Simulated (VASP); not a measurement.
# ZrB2 in VASP: further runs

The runs below take ZrB2 through single point, with PBE.

All numbers are computed with VASP 6.6.1; they aren't measurements. Logs are shortened: lines on timing, memory, paths and dates and some standing lists are left out, and cuts for length are marked.

### 1 The cell of the first run

The typed cell holds 6 atoms: a = 4.890 Å, b = 4.890 Å, c = 4.890 Å, α = 125.92°, β = 125.92°, γ = 80.02°.

### 2 Single point, PBE

Contents of INCAR:

```
SYSTEM = ZrB2
PREC = Accurate ; ENCUT = 520
EDIFF = 1E-6 ; ISMEAR = 0
SIGMA = 0.1 ; LREAL = .False.
LASPH = .True. ; NELM = 60
ALGO = Normal ; ISIF = 2
LWAVE = .False. ; LCHARG = .False.
GGA = PE ; NBANDS = 27
```

Contents of KPOINTS:

```
regular mesh
0
Gamma
  6 6 6
  0 0 0
```

Contents of POSCAR:

```
ZrB2
1.0
   -2.2231234711      2.2231234711      3.7453512508
    2.2231234711     -2.2231234711      3.7453512508
    2.2231234711      2.2231234711     -3.7453512508
Zr B
2 4
Direct
    0.2500000000      0.2500000000      0.0000000000
    0.7500000000      0.7500000000      0.0000000000
    0.7499651302      0.2499651302      0.9999302604
    0.2499651302      0.2500348698      0.5000000000
    0.2500348698      0.7500348698      0.0000697396
    0.7500348698      0.7499651302      0.5000000000
```

Potentials or basis: VASP PAW PBE potentials, release 64 (Zr_sv, B).

Started as:

```
$ cat potpaw_PBE.64/Zr_sv/POTCAR potpaw_PBE.64/B/POTCAR > POTCAR
$ mpirun -np 1 vasp_std > vasp.out
```

OUTCAR:

```text
SYSTEM = ZrB2
   PREC = Accurate
   ENCUT = 520
   EDIFF = 1E-6
   ISMEAR = 0
   LREAL = .False.
   LASPH = .True.
   NELM = 60
   ISIF = 2
   GGA = PE

 ion  position               nearest neighbor table
   1  0.250  0.250  0.000-   5 2.45   3 2.45   4 2.45   4 2.45   6 2.45   6 2.45   5 2.45   3 2.45
                             2 3.14   2 3.14   2 3.14   2 3.14   2 3.75   2 3.75
   2  0.750  0.750  0.000-   5 2.45   3 2.45   6 2.45   6 2.45   4 2.45   4 2.45   3 2.45   5 2.45
                             1 3.14   1 3.14   1 3.14   1 3.14   1 3.75   1 3.75
   3  0.750  0.250  1.000-   1 2.45   2 2.45   1 2.45   2 2.45
   4  0.250  0.250  0.500-   2 2.45   1 2.45   1 2.45   2 2.45
   5  0.250  0.750  0.000-   1 2.45   2 2.45   1 2.45   2 2.45
   6  0.750  0.750  0.500-   1 2.45   2 2.45   2 2.45   1 2.45

  LATTYP: Found a body centered tetragonal cell.
 ALAT       =     4.4462469422
 C/A-ratio  =     1.6847248025

  Lattice vectors:

 A1 = (  -2.2231234711,   2.2231234711,   3.7453512508)
 A2 = (   2.2231234711,  -2.2231234711,   3.7453512508)
 A3 = (   2.2231234711,   2.2231234711,  -3.7453512508)

Analysis of symmetry for initial positions (statically):
=====================================================================
 Subroutine PRICEL returns:
 Original cell was already a primitive cell.

 Routine SETGRP: Setting up the symmetry group for a
 body centered tetragonal supercell.

 Subroutine GETGRP returns: Found 16 space group operations
 (whereof  8 operations were pure point group operations)
 out of a pool of 16 trial point group operations.

The static configuration has the point symmetry C_4h.
 The point group associated with its full space group is D_4h.

Analysis of symmetry for dynamics (positions and initial velocities):
=====================================================================
 Subroutine PRICEL returns:
 Original cell was already a primitive cell.

 Routine SETGRP: Setting up the symmetry group for a
 body centered tetragonal supercell.

 Subroutine GETGRP returns: Found 16 space group operations
 (whereof  8 operations were pure point group operations)
 out of a pool of 16 trial point group operations.

The dynamic configuration has the point symmetry C_4h.
 The point group associated with its full space group is D_4h.

 Subroutine INISYM returns: Found 16 space group operations
 (whereof  8 operations are pure point group operations),
 and found     1 'primitive' translations

----------------------------------------------------------------------------------------

                                     Primitive cell

  volume of cell :      74.0423

  direct lattice vectors                    reciprocal lattice vectors
    -2.223123471  2.223123471  3.745351251     0.000000000  0.224908786  0.133498827
     2.223123471 -2.223123471  3.745351251     0.224908786  0.000000000  0.133498827
     2.223123471  2.223123471 -3.745351251     0.224908786  0.224908786  0.000000000

  length of vectors
     4.890011445  4.890011445  4.890011445     0.261545214  0.261545214  0.318069055

  position of ions in fractional coordinates (direct lattice)
     0.250000000  0.250000000  0.000000000
     0.750000000  0.750000000  0.000000000
     0.749965130  0.249965130  0.999930260
     0.249965130  0.250034870  0.500000000
     0.250034870  0.750034870  0.000069740
     0.750034870  0.749965130  0.500000000

  ion indices of the primitive-cell ions
   primitive index   ion index
                 1           1
                 2           2
                 3           3
                 4           4
                 5           5
                 6           6

----------------------------------------------------------------------------------------

 KPOINTS: regular mesh

Automatic generation of k-mesh.
 Grid dimensions read from file:
 generate k-points for:    6    6    6

 Generating k-lattice:

  Cartesian coordinates                     Fractional coordinates (reciprocal lattice)
     0.000000000  0.037484798  0.022249805     0.166666667 -0.000000000  0.000000000
     0.037484798  0.000000000  0.022249805    -0.000000000  0.166666667  0.000000000
     0.037484798  0.037484798  0.000000000     0.000000000  0.000000000  0.166666667

  Length of vectors
     0.043590869  0.043590869  0.053011509

  Shift w.r.t. Gamma in fractional coordinates (k-lattice)
     0.000000000  0.000000000  0.000000000

 Subroutine IBZKPT returns following result:
 ===========================================

 Found     30 irreducible k-points:

 Following reciprocal coordinates:
            Coordinates               Weight
  0.000000  0.000000  0.000000      1.000000
  0.166667  0.000000  0.000000      8.000000
  0.333333  0.000000 -0.000000      8.000000
  0.500000  0.000000 -0.000000      4.000000
  0.166667  0.166667 -0.000000      8.000000
  0.333333  0.166667 -0.000000     16.000000
[... 16 lines left out ...]
 -0.333333 -0.333333  0.166667      8.000000
 -0.166667 -0.333333  0.166667      8.000000
 [... further k-points ...]
   k-points           NKPTS =     30   k-points in BZ     NKDIM =     30   number of bands    NBANDS=     27
   number of dos      NEDOS =    301   number of ions     NIONS =      6
   total plane-waves  NPLWV =  46656
   dimension x,y,z NGX =    36 NGY =   36 NGZ =   36
   dimension x,y,z NGXF=    72 NGYF=   72 NGZF=   72
   ions per type =               2   4
   NGX,Y,Z   is equivalent  to a cutoff of  12.24, 12.24, 12.24 a.u.
   NGXF,Y,Z  is equivalent  to a cutoff of  24.48, 24.48, 24.48 a.u.
 SYSTEM =  ZrB2
   PREC   = accura    normal or accurate (medium, high low for compatibility)
   ISTART =      0    job   : 0-new  1-cont  2-samecut
   ICHARG =      2    charge: 1-file 2-atom 10-const
   ISPIN  =      1    spin polarized calculation?
   LNONCOLLINEAR =      F non collinear calculations
   LSORBIT =      F    spin-orbit coupling
   LASPH  =      T    aspherical Exc in radial PAW
   ENCUT  =  520.0 eV  38.22 Ry    6.18 a.u.   9.09  9.09  9.09*2*pi/ulx,y,z
   NELM   =     60;   NELMIN=  2; NELMDL= -5     # of ELM steps
   EDIFF  = 0.1E-05   stopping-criterion for ELM
   LREAL  =      F    real-space projection
   EDIFFG = 0.1E-04   stopping-criterion for IOM
   NSW    =      0    number of steps for IOM
   IBRION =     -1    ionic relax: 0-MD 1-quasi-New 2-CG
   NFREE  =      0    steps in history (QN), initial steepest desc. (CG)
   ISIF   =      2    stress and relaxation
   ISYM   =      2    0-nonsym 1-usesym 2-fastsym
   POTIM  = 0.5000    time-step for ionic-motion
   TEBEG  =    0.0;   TEEND  =   0.0 temperature during run
   PSTRESS=    0.0 pullay stress
   NELECT =      36.0000    total number of electrons
   NUPDOWN=      -1.0000    fix difference up-down
   EMIN   =  10.00;   EMAX   =-10.00  energy-range for DOS
   EFERMI =   0.00;   METHOD = LEGACY
   ISMEAR =     0;   SIGMA  =   0.10  broadening in eV -4-tet -1-fermi 0-gaus
   EFERMI_NEDOS =   21; number of points for ismear=-14 and -15
   IALGO  =     38    algorithm
   IMIX   =      4    mixing-type and parameters
     AMIX     =   0.40;   BMIX     =  1.00
     AMIX_MAG =   1.60;   BMIX_MAG =  1.00
  volume/ion in A,a.u.               =      12.34        83.28
  Fermi-wavevector in a.u.,A,eV,Ry     =   1.287308  2.432659 22.547052  1.657162
  Thomas-Fermi vector in A             =   2.419330
   LORBIT       =      0    0 simple, 1 ext, 2 COOP (PROOUT), +10 PAW based schemes
   GGA     = PE    functional components
   LHFCALC =     F    Hartree Fock is set to
   AEXX    =    0.0000 exact exchange contribution
   IVDW    =     0    specifies the selected vdW correction
   LEPSILON=     F    determine dielectric tensor
   LRPA    =     F    only Hartree local field effects (RPA)
 non-spin polarized calculation
 Gauss-broadening in eV      SIGMA  =   0.10
  energy-cutoff  :      520.00
  volume of cell :       74.04
 maximum number of plane-waves:      2018
   NGX = 19   NGY = 19   NGZ = 19

 number of electron      36.0000000 magnetization

 Free energy of the ion-electron system (eV)
  ---------------------------------------------------
  ext. energy  EPLUGINS =         0.00000000
  ---------------------------------------------------
  free energy    TOTEN  =       -42.04073695 eV

  energy without entropy =      -42.02575700  energy(sigma->0) =      -42.03324697

 E-fermi :   7.4868     XC(G=0): -11.5153

 val. band max:        7.4770395410   @ k =   0.1667   0.1667  -0.0000
 cond. band min:       7.5042270387   @ k =  -0.1667   0.1667   0.0000
 fundamental gap:      0.0271874977
 Fermi energy:         7.4867706794

 k-point     1 :       0.0000    0.0000    0.0000
  band No.  band energies     occupation
      1     -40.1704      2.00000
      2     -40.0366      2.00000
      3     -18.5348      2.00000
      4     -18.5348      2.00000
      5     -18.3479      2.00000
      6     -18.3476      2.00000
[... 19 lines left out ...]
     26      12.6764      0.00000
     27      14.3680      0.00000

 k-point     2 :       0.1667    0.0000    0.0000
  band No.  band energies     occupation
      1     -40.1614      2.00000
      2     -40.0455      2.00000
      3     -18.5031      2.00000
      4     -18.4989      2.00000
      5     -18.3494      2.00000
      6     -18.3491      2.00000
[... 19 lines left out ...]
     26      13.1390      0.00000
     27      14.0227      0.00000

 k-point     3 :       0.3333    0.0000   -0.0000
  band No.  band energies     occupation
      1     -40.1369      2.00000
      2     -40.0699      2.00000
      3     -18.4129      2.00000
      4     -18.3997      2.00000
      5     -18.3528      2.00000
      6     -18.3517      2.00000
[... 594 lines left out ...]
      1     -40.1478      2.00000
      2     -40.0590      2.00000
      3     -18.5739      2.00000
      4     -18.4872      2.00000
      5     -18.3964      2.00000
      6     -18.2261      2.00000
[... 19 lines left out ...]
     26      13.7380      0.00000
     27      14.2286      0.00000

 k-point    24 :      -0.1667   -0.3333    0.1667
  band No.  band energies     occupation
      1     -40.1574      2.00000
      2     -40.0495      2.00000
      3     -18.5127      2.00000
      4     -18.5083      2.00000
      5     -18.4459      2.00000
      6     -18.2645      2.00000
[... 19 lines left out ...]
     26      13.3124      0.00000
     27      13.4615      0.00000

 [... further k-points ...]

------------------------ aborting loop because EDIFF is reached ----------------------------------------

  FORCE on cell =-STRESS in cart. coord.  units (eV):
  Direction    XX          YY          ZZ          XY          YZ          ZX
  --------------------------------------------------------------------------------------
  -------------------------------------------------------------------------------------
  Total        0.0356425      0.0356425      0.1910261      0.0000000     -0.0000000      0.0000000
  in kB        0.7712572      0.7712572      4.1335528      0.0000000     -0.0000000      0.0000000
  external PRESSURE =       1.8920224 kB  Pullay stress =       0.0000000 kB

 VOLUME and BASIS-vectors are now :
 -----------------------------------------------------------------------------
  energy-cutoff  :      520.00
  volume of cell :       74.04
      direct lattice vectors                 reciprocal lattice vectors
    -2.223123471  2.223123471  3.745351251     0.000000000  0.224908786  0.133498827
     2.223123471 -2.223123471  3.745351251     0.224908786  0.000000000  0.133498827
     2.223123471  2.223123471 -3.745351251     0.224908786  0.224908786  0.000000000

 POSITION                                       TOTAL-FORCE (eV/Angst)
 -----------------------------------------------------------------------------------
      0.00000      0.00000      1.87268         0.000000      0.000000     -0.000000
      0.00000      0.00000      5.61803         0.000000      0.000000     -0.000000
      1.11141      3.33453      0.00000         0.000464      0.000464     -0.000000
      1.11172      1.11141      0.00000        -0.000464      0.000464      0.000000
      1.11172     -1.11141      3.74535        -0.000464     -0.000464      0.000000
      1.11141      1.11172      3.74535         0.000464     -0.000464     -0.000000
 -----------------------------------------------------------------------------------
    total drift:                                0.000000      0.000000      0.000000

  FREE ENERGIE OF THE ION-ELECTRON SYSTEM (eV)
  ---------------------------------------------------
  free  energy   TOTEN  =       -42.0407369525 eV

  energy  without entropy=      -42.0257569974  energy(sigma->0) =      -42.03324697
```

Run time: 99 s. Hardware: 1 thread of Intel Xeon 8259CL, shared host; peak memory 0.22 GiB.

Results:

```yaml
Free_energy: -42.0407 eV
Pressure: 0.2 GPa
Band_gap_on_the_k_mesh: zero (bands 18 and 19 overlap by 3.24 eV)
```

Levels at points of the mesh, in eV from the Fermi level:
| k point | band 16 | band 17 | band 18 | band 19 | band 20 | band 21 |
| --- | --- | --- | --- | --- | --- | --- |
| (0.00, 0.00, 0.00) | -1.19 | -0.63 | -0.18 | -0.18 | 1.23 | 1.23 |
| (0.50, 0.00, 0.00) | -2.05 | -0.46 | -0.46 | 1.18 | 1.18 | 2.96 |
| (0.50, 0.50, 0.00) | -0.51 | -0.12 | 1.22 | 1.98 | 2.82 | 2.83 |
| (0.50, 0.50, 0.50) | -1.96 | -1.87 | -1.87 | -1.83 | 1.80 | 2.38 |

### 3 Single point, PBE

This run uses another cell than the first one: it holds 3 atoms, not 6.

Contents of INCAR:

```
SYSTEM = ZrB2
PREC = Accurate ; ENCUT = 520
EDIFF = 1E-7 ; ISMEAR = 0
SIGMA = 0.1 ; LREAL = .False.
LASPH = .True. ; NELM = 80
ALGO = Normal ; ISIF = 2
LWAVE = .False. ; LCHARG = .False.
GGA = PE ; NBANDS = 16
```

Contents of KPOINTS:

```
regular mesh
0
Gamma
  14 14 12
  0 0 0
```

Contents of POSCAR:

```
ZrB2
1.0
    3.1361859696      0.0000000000      0.0000000000
    0.0000000000      3.1361859696      0.0000000000
    0.0000000000      0.0000000000      3.7604155155
Zr B
1 2
Direct
    0.0000000000      0.0000000000      0.5000000000
    0.5000000000      0.0000000000      0.0000000000
    0.0000000000      0.5000000000      0.0000000000
```

Potentials or basis: VASP PAW PBE potentials, release 64 (Zr_sv, B).

Started as:

```
$ cat potpaw_PBE.64/Zr_sv/POTCAR potpaw_PBE.64/B/POTCAR > POTCAR
$ mpirun -np 1 vasp_std > vasp.out
```

OUTCAR:

```text
SYSTEM = ZrB2
   PREC = Accurate
   ENCUT = 520
   EDIFF = 1E-7
   ISMEAR = 0
   LREAL = .False.
   LASPH = .True.
   NELM = 80
   ISIF = 2
   GGA = PE

 ion  position               nearest neighbor table
   1  0.000  0.000  0.500-   2 2.45   3 2.45   2 2.45   3 2.45   3 2.45   3 2.45   2 2.45   2 2.45

   2  0.500  0.000  0.000-   1 2.45   1 2.45   1 2.45   1 2.45
   3  0.000  0.500  0.000-   1 2.45   1 2.45   1 2.45   1 2.45

  LATTYP: Found a simple tetragonal cell.
 ALAT       =     3.1361859696
 C/A-ratio  =     1.1990409854

  Lattice vectors:

 A1 = (   3.1361859696,   0.0000000000,   0.0000000000)
 A2 = (   0.0000000000,   3.1361859696,   0.0000000000)
 A3 = (   0.0000000000,   0.0000000000,   3.7604155155)

Analysis of symmetry for initial positions (statically):
=====================================================================
 Subroutine PRICEL returns:
 Original cell was already a primitive cell.

 Routine SETGRP: Setting up the symmetry group for a
 simple tetragonal supercell.

 Subroutine GETGRP returns: Found 16 space group operations
 (whereof 16 operations were pure point group operations)
[... 170 lines left out ...]
 cond. band min:       7.5166840989   @ k =   0.5000   0.2857   0.3333
 fundamental gap:      0.0339013946
 Fermi energy:         7.4917477733

 k-point     1 :       0.0000    0.0000    0.0000
  band No.  band energies     occupation
      1     -40.1673      2.00000
      2     -18.3467      2.00000
      3     -17.9594      2.00000
      4     -17.9594      2.00000
      5      -3.1614      2.00000
      6       5.3185      2.00000
[... 433 lines left out ...]
      3     -18.2255      2.00000
      4     -18.1762      2.00000
      5      -0.9014      2.00000
      6       2.4857      2.00000
[... 8 lines left out ...]
     15      16.7991      0.00000
     16      17.5665      0.00000

 [... further k-points ...]

------------------------ aborting loop because EDIFF is reached ----------------------------------------

  FORCE on cell =-STRESS in cart. coord.  units (eV):
  Direction    XX          YY          ZZ          XY          YZ          ZX
  --------------------------------------------------------------------------------------
  -------------------------------------------------------------------------------------
  Total        0.0039217      0.0039217      0.0325187      0.0000000      0.0000000      0.0000000
  in kB        0.1698805      0.1698805      1.4086537      0.0000000      0.0000000      0.0000000
  external PRESSURE =       0.5828049 kB  Pullay stress =       0.0000000 kB

 VOLUME and BASIS-vectors are now :
 -----------------------------------------------------------------------------
  energy-cutoff  :      520.00
  volume of cell :       36.99
      direct lattice vectors                 reciprocal lattice vectors
     3.136185970  0.000000000  0.000000000     0.318858642  0.000000000  0.000000000
     0.000000000  3.136185970  0.000000000     0.000000000  0.318858642  0.000000000
     0.000000000  0.000000000  3.760415516     0.000000000  0.000000000  0.265928059

 POSITION                                       TOTAL-FORCE (eV/Angst)
 -----------------------------------------------------------------------------------
      0.00000      0.00000      1.88021         0.000000      0.000000      0.000000
      1.56809      0.00000      0.00000         0.000000      0.000000      0.000000
      0.00000      1.56809      0.00000         0.000000      0.000000      0.000000
 -----------------------------------------------------------------------------------
    total drift:                                0.000000      0.000000      0.000000

  FREE ENERGIE OF THE ION-ELECTRON SYSTEM (eV)
  ---------------------------------------------------
  free  energy   TOTEN  =       -21.0249863490 eV

  energy  without entropy=      -21.0199641837  energy(sigma->0) =      -21.02247527
```

stdout:

```text
POSCAR found type information on POSCAR ZrB
 POSCAR found :  2 types and       3 ions
 scaLAPACK will be used
 LDA part: xc-table for (Slater+PW92), standard interpolation
 POSCAR, INCAR and KPOINTS ok, starting setup
 FFT: planning ... GRIDC
 FFT: planning ... GRID_SOFT
 FFT: planning ... GRID
 WAVECAR not read
 entering main loop
```

Wall time 2.6 min (1 thread of Intel Xeon 8259CL, shared host); peak memory 0.26 GiB.

What came out:

```yaml
Free_energy: -21.0250 eV
Pressure: 0.1 GPa
Band_gap_on_the_k_mesh: zero (bands 9 and 10 overlap by 3.34 eV)
```

The gap in the log of VASP goes by the Fermi energy; the results here count the filled bands.